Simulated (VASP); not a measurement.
# Lu3P4 (Fdd2) in VASP: single point with PBE

Aim: the single point of Lu3P4 with PBE.

Everything below comes from runs of VASP 6.6.1. Logs are shortened: lines on timing, memory, paths and dates and some standing lists are left out, and cuts for length are marked.

### Step 1. The cell of the first run

Symmetry: Fdd2, No. 43, orthorhombic system. Conventional cell: a = 13.926 Å, b = 15.169 Å, c = 5.148 Å, α = 90.00°, β = 90.00°, γ = 90.00°. Within 3.2 Å of P (site symmetry 1) lie 2 P at 2.37 to 3.15 Å and 6 Lu at 2.77 to 3.00 Å. P (site symmetry 1) has 3 P at 2.37 to 3.15 Å and 6 Lu at 2.70 to 3.10 Å within 3.2 Å. Lu (site symmetry 1) has 8 P at 2.70 to 3.04 Å and 4 Lu at 3.47 to 3.68 Å within 3.7 Å. Within 3.7 Å of Lu (site symmetry 2) lie 8 P at 2.77 to 3.10 Å and 4 Lu at 3.47 to 3.68 Å.

### Step 2. Single point, PBE

Input file INCAR:

```
PREC = Accurate
ENCUT = 520
EDIFF = 1E-7
ISMEAR = -1
SIGMA = 0.1
LREAL = F
LASPH = T
NELM = 80
ALGO = Normal
ISIF = 2
LWAVE = F
LCHARG = F
GGA = PE
NBANDS = 108
```

Input file KPOINTS:

```
Automatic mesh
0
Gamma
  4 4 4
```

Input file POSCAR:

```
Lu3P4
1.0
   -6.9628776447     -0.0000000762      2.5741810621
    0.0000001872     -0.0000001525      5.1483616177
    0.0000000936      7.5847120308      2.5741810335
P Lu
8 6
Direct
    0.3136183630      0.4050262444      0.8202211410
    0.6863816370      0.5388657485      0.1797788590
    0.1863816370     -0.0313553925      0.3202211410
    0.8136183630      0.4752473854      0.6797788590
    0.7840697175      0.9159557878     -0.0223484113
    0.2159302825      0.6776770940      1.0223484113
    0.7159302825      0.9500255053      0.4776515887
    0.2840697175      0.1436073765      0.5223484113
    0.4950462835      0.1597629920      0.1733268061
    0.5049537165      0.8281360816      0.8266731939
    1.0049537165      0.9048092755      0.6733268061
   -0.0049537165      0.5830897981      0.3266731939
    0.0000000000      0.2719360517      0.0000000000
    0.5000000000      0.5219360517      0.5000000000
```

Potentials or basis: VASP PAW PBE potentials, release 64 (P, Lu).

Command:

```console
$ cat potpaw_PBE.64/P/POTCAR potpaw_PBE.64/Lu/POTCAR > POTCAR
$ mpirun -np 1 vasp_std > vasp.out
```

OUTCAR:

```text
PREC = Accurate
   ENCUT = 520
   EDIFF = 1E-7
   ISMEAR = -1
   LREAL = F
   LASPH = T
   NELM = 80
   ISIF = 2
   GGA = PE

 ion  position               nearest neighbor table
   1  0.314  0.405  0.820-   6 2.37  14 2.77  13 2.77  11 2.80  10 2.80   9 2.96  10 3.00
   2  0.686  0.539  0.180-   5 2.37  14 2.77  13 2.77  12 2.80   9 2.80  10 2.96   9 3.00
   3  0.186  0.969  0.320-   8 2.37  13 2.77  14 2.77   9 2.80  12 2.80  11 2.96  12 3.00
   4  0.814  0.475  0.680-   7 2.37  13 2.77  14 2.77  10 2.80  11 2.80  12 2.96  11 3.00
   5  0.784  0.916  0.978-   2 2.37   9 2.70  10 2.74  11 2.79  13 2.88  12 3.04  13 3.10
   6  0.216  0.678  0.022-   1 2.37  10 2.70   9 2.74  12 2.79  13 2.88  11 3.04  13 3.10
   7  0.716  0.950  0.478-   4 2.37  11 2.70  12 2.74   9 2.79  14 2.88  10 3.04  14 3.10
   8  0.284  0.144  0.522-   3 2.37  12 2.70  11 2.74  10 2.79  14 2.88   9 3.04  14 3.10
   9  0.495  0.160  0.173-   5 2.70   6 2.74   7 2.79   3 2.80   2 2.80   1 2.96   2 3.00   8 3.04
                            14 3.47  14 3.68  10 3.68  10 3.68
  10  0.505  0.828  0.827-   6 2.70   5 2.74   8 2.79   4 2.80   1 2.80   2 2.96   1 3.00   7 3.04
                            14 3.47  14 3.68   9 3.68   9 3.68
  11  0.005  0.905  0.673-   7 2.70   8 2.74   5 2.79   1 2.80   4 2.80   3 2.96   4 3.00   6 3.04
                            13 3.47  13 3.68  12 3.68  12 3.68
  12  0.995  0.583  0.327-   8 2.70   7 2.74   6 2.79   2 2.80   3 2.80   4 2.96   3 3.00   5 3.04
                            13 3.47  13 3.68  11 3.68  11 3.68
  13  0.000  0.272  0.000-   3 2.77   4 2.77   1 2.77   2 2.77   6 2.88   5 2.88   5 3.10   6 3.10
                            12 3.47  11 3.47  11 3.68  12 3.68
  14  0.500  0.522  0.500-   2 2.77   1 2.77   4 2.77   3 2.77   7 2.88   8 2.88   8 3.10   7 3.10
                            10 3.47   9 3.47   9 3.68  10 3.68

  LATTYP: Found a face centered orthorhombic cell.
 ALAT       =     5.1483616177
 B/A-ratio  =     2.7048907032
 C/A-ratio  =     2.9464566284

  Lattice vectors:

 A1 = (  -6.9628777383,  -7.5847121070,   0.0000000286)
 A2 = (   0.0000000936,  -7.5847121833,   2.5741805842)
 A3 = (  -6.9628776447,  -0.0000000762,   2.5741810621)

Analysis of symmetry for initial positions (statically):
=====================================================================
 Subroutine PRICEL returns:
 Original cell was already a primitive cell.

 Routine SETGRP: Setting up the symmetry group for a
 face centered orthorhombic supercell.

 Subroutine GETGRP returns: Found  4 space group operations
 (whereof  2 operations were pure point group operations)
 out of a pool of  8 trial point group operations.

The static configuration has the point symmetry C_2 .
 The point group associated with its full space group is C_2v.

Analysis of symmetry for dynamics (positions and initial velocities):
=====================================================================
 Subroutine PRICEL returns:
 Original cell was already a primitive cell.

 Routine SETGRP: Setting up the symmetry group for a
 face centered orthorhombic supercell.

 Subroutine GETGRP returns: Found  4 space group operations
 (whereof  2 operations were pure point group operations)
 out of a pool of  8 trial point group operations.

The dynamic configuration has the point symmetry C_2 .
 The point group associated with its full space group is C_2v.

 Subroutine INISYM returns: Found  4 space group operations
 (whereof  2 operations are pure point group operations),
 and found     1 'primitive' translations

----------------------------------------------------------------------------------------

                                     Primitive cell

  volume of cell :     271.8923

  direct lattice vectors                    reciprocal lattice vectors
    -6.962877645 -0.000000076  2.574181062    -0.143618779 -0.000000000  0.000000005
     0.000000187 -0.000000152  5.148361618     0.071809397 -0.065922086  0.194236546
     0.000000094  7.584712031  2.574181033     0.000000000  0.131844160  0.000000004

  length of vectors
     7.423481207  5.148361618  8.009635734     0.143618779  0.217324979  0.131844160

  position of ions in fractional coordinates (direct lattice)
     0.313618363  0.405026244  0.820221141
     0.686381637  0.538865749  0.179778859
[... 42 lines left out ...]
     0.017952349 -0.016480521  0.048559136     0.000000000  0.250000000  0.000000000
     0.000000000  0.032961040  0.000000001     0.000000000  0.000000000  0.250000000

  Length of vectors
     0.035904695  0.054331245  0.032961040

  Shift w.r.t. Gamma in fractional coordinates (k-lattice)
     0.000000000  0.000000000  0.000000000

 Subroutine IBZKPT returns following result:
 ===========================================

 Found     18 irreducible k-points:

 Following reciprocal coordinates:
            Coordinates               Weight
  0.000000  0.000000  0.000000      1.000000
  0.250000 -0.000000 -0.000000      2.000000
  0.500000 -0.000000 -0.000000      1.000000
  0.000000  0.250000 -0.000000      8.000000
  0.500000  0.250000 -0.000000      8.000000
  0.000000  0.500000 -0.000000      4.000000
[... 10 lines left out ...]
  0.250000  0.000000  0.500000      2.000000
  0.500000 -0.000000  0.500000      1.000000
   k-points           NKPTS =     18   k-points in BZ     NKDIM =     18   number of bands    NBANDS=    108
   number of dos      NEDOS =    301   number of ions     NIONS =     14
   total plane-waves  NPLWV = 134400
   dimension x,y,z NGX =    56 NGY =   40 NGZ =   60
   dimension x,y,z NGXF=   112 NGYF=   80 NGZF=  120
   ions per type =               8   6
   NGX,Y,Z   is equivalent  to a cutoff of  12.54, 12.92, 12.45 a.u.
   NGXF,Y,Z  is equivalent  to a cutoff of  25.08, 25.83, 24.91 a.u.
 SYSTEM =  unknown system
   PREC   = accura    normal or accurate (medium, high low for compatibility)
   ISTART =      0    job   : 0-new  1-cont  2-samecut
   ICHARG =      2    charge: 1-file 2-atom 10-const
   ISPIN  =      1    spin polarized calculation?
   LNONCOLLINEAR =      F non collinear calculations
   LSORBIT =      F    spin-orbit coupling
   LASPH  =      T    aspherical Exc in radial PAW
   ENCUT  =  520.0 eV  38.22 Ry    6.18 a.u.  13.80  9.57 14.89*2*pi/ulx,y,z
   NELM   =     80;   NELMIN=  2; NELMDL= -5     # of ELM steps
   EDIFF  = 0.1E-06   stopping-criterion for ELM
   LREAL  =      F    real-space projection
   EDIFFG = 0.1E-05   stopping-criterion for IOM
   NSW    =      0    number of steps for IOM
   IBRION =     -1    ionic relax: 0-MD 1-quasi-New 2-CG
   NFREE  =      0    steps in history (QN), initial steepest desc. (CG)
   ISIF   =      2    stress and relaxation
   ISYM   =      2    0-nonsym 1-usesym 2-fastsym
   POTIM  = 0.5000    time-step for ionic-motion
   TEBEG  =    0.0;   TEEND  =   0.0 temperature during run
   PSTRESS=    0.0 pullay stress
   NELECT =     190.0000    total number of electrons
   NUPDOWN=      -1.0000    fix difference up-down
   EMIN   =  10.00;   EMAX   =-10.00  energy-range for DOS
   EFERMI =   0.00;   METHOD = LEGACY
   ISMEAR =    -1;   SIGMA  =   0.10  broadening in eV -4-tet -1-fermi 0-gaus
   EFERMI_NEDOS =   21; number of points for ismear=-14 and -15
   IALGO  =     38    algorithm
   IMIX   =      4    mixing-type and parameters
     AMIX     =   0.40;   BMIX     =  1.00
     AMIX_MAG =   1.60;   BMIX_MAG =  1.00
  volume/ion in A,a.u.               =      19.42       131.06
  Fermi-wavevector in a.u.,A,eV,Ry     =   1.452760  2.745317 28.715234  2.110510
  Thomas-Fermi vector in A             =   2.570104
   LORBIT       =      0    0 simple, 1 ext, 2 COOP (PROOUT), +10 PAW based schemes
   GGA     = PE    functional components
   LHFCALC =     F    Hartree Fock is set to
   AEXX    =    0.0000 exact exchange contribution
   IVDW    =     0    specifies the selected vdW correction
   LEPSILON=     F    determine dielectric tensor
   LRPA    =     F    only Hartree local field effects (RPA)
 non-spin polarized calculation
  energy-cutoff  :      520.00
  volume of cell :      271.89
 maximum number of plane-waves:      7366
   NGX = 27   NGY = 19   NGZ = 29

 number of electron     190.0000023 magnetization

 Free energy of the ion-electron system (eV)
  ---------------------------------------------------
  ext. energy  EPLUGINS =         0.00000000
  ---------------------------------------------------
  free energy    TOTEN  =       -85.28533461 eV

  energy without entropy =      -85.09449165  energy(sigma->0) =      -85.18991313

 E-fermi :   5.5588     XC(G=0): -11.2055

 val. band max:        5.5304392301   @ k =   0.2500  -0.2500   0.2500
 cond. band min:       5.5906950447   @ k =   0.0000   0.5000  -0.0000
 fundamental gap:      0.0602558146
 Fermi energy:         5.5587882658

 k-point     1 :       0.0000    0.0000    0.0000
  band No.  band energies     occupation
      1     -50.6400      2.00000
      2     -50.6396      2.00000
      3     -50.5795      2.00000
      4     -50.5779      2.00000
      5     -50.5758      2.00000
      6     -50.5739      2.00000
[... 1969 lines left out ...]
    106       8.4782      0.00000
    107       8.8627      0.00000
 [bands above 107 left out]

------------------------ aborting loop because EDIFF is reached ----------------------------------------

  FORCE on cell =-STRESS in cart. coord.  units (eV):
  Direction    XX          YY          ZZ          XY          YZ          ZX
  --------------------------------------------------------------------------------------
  -------------------------------------------------------------------------------------
  Total        0.4846544      0.3374408      0.2196706     -0.0000000      0.0000000     -0.0000000
  in kB        2.8559185      1.9884344      1.2944512     -0.0000000      0.0000000     -0.0000001
  external PRESSURE =       2.0462681 kB  Pullay stress =       0.0000000 kB

 VOLUME and BASIS-vectors are now :
 -----------------------------------------------------------------------------
  energy-cutoff  :      520.00
  volume of cell :      271.89
      direct lattice vectors                 reciprocal lattice vectors
    -6.962877645 -0.000000076  2.574181062    -0.143618779 -0.000000000  0.000000005
     0.000000187 -0.000000152  5.148361618     0.071809397 -0.065922086  0.194236546
     0.000000094  7.584712031  2.574181033     0.000000000  0.131844160  0.000000004

 POSITION                                       TOTAL-FORCE (eV/Angst)
 -----------------------------------------------------------------------------------
     -2.18369      6.22114      5.00393         0.004854      0.023272      0.031598
     -4.77919      1.36357      5.00393        -0.004854     -0.023272      0.031598
     -1.29775      2.42878      6.29102        -0.004854      0.023272      0.031598
     -5.66512      5.15593      6.29102         0.004854     -0.023272      0.031598
     -5.45938      7.41521      9.25066        -0.002521      0.026827     -0.024281
     -1.50350      0.16951      4.10230         0.002521     -0.026827     -0.024281
     -4.98493      3.62285      7.96357         0.002521      0.026827     -0.024281
     -1.97794      3.96186      2.81521        -0.002521     -0.026827     -0.024281
     -3.44695      1.31463      2.54303         0.000744      0.002010     -0.008727
     -3.51593      6.27008      7.69139        -0.000744     -0.002010     -0.008727
     -0.03449      5.10699      6.40430        -0.000744      0.002010     -0.008727
     -6.92839      2.47772      6.40430         0.000744     -0.002010     -0.008727
      0.00000     -0.00000      1.40003         0.000000     -0.000000      0.002820
     -3.48144      3.79236      5.26130         0.000000     -0.000000      0.002820
 -----------------------------------------------------------------------------------
    total drift:                               -0.000048     -0.000031      0.000190

  FREE ENERGIE OF THE ION-ELECTRON SYSTEM (eV)
  ---------------------------------------------------
  free  energy   TOTEN  =       -85.2853346134 eV

  energy  without entropy=      -85.0944916494  energy(sigma->0) =      -85.18991313
```

Wall time 20 min (1 thread of Intel Xeon Platinum 8259CL at 2.50GHz (Skylake/Cascade Lake), shared host); peak memory 0.6 GiB.

What came out:

```
Free energy            : -85.2853 eV
Pressure               : 0.2 GPa
Largest force          : 0.040 eV/Å
Band gap on the k mesh : zero (bands 95 and 96 overlap by 0.60 eV)
```

Forces on the atoms (eV/Å):
```
P    0.005  0.023  0.032
P   -0.005 -0.023  0.032
P   -0.005  0.023  0.032
P    0.005 -0.023  0.032
P   -0.003  0.027 -0.024
P    0.003 -0.027 -0.024
P    0.003  0.027 -0.024
P   -0.003 -0.027 -0.024
Lu   0.001  0.002 -0.009
Lu  -0.001 -0.002 -0.009
Lu  -0.001  0.002 -0.009
Lu   0.001 -0.002 -0.009
Lu   0.000  0.000  0.003
Lu   0.000  0.000  0.003
```

Stress tensor (GPa, compression positive):
```
0.29 0.00 0.00
0.00 0.20 0.00
0.00 0.00 0.13
```

Caveat: spin-orbit coupling is left out, which moves the levels of the heavy elements.

The gap in the log of VASP goes by the Fermi energy; the results here count the filled bands.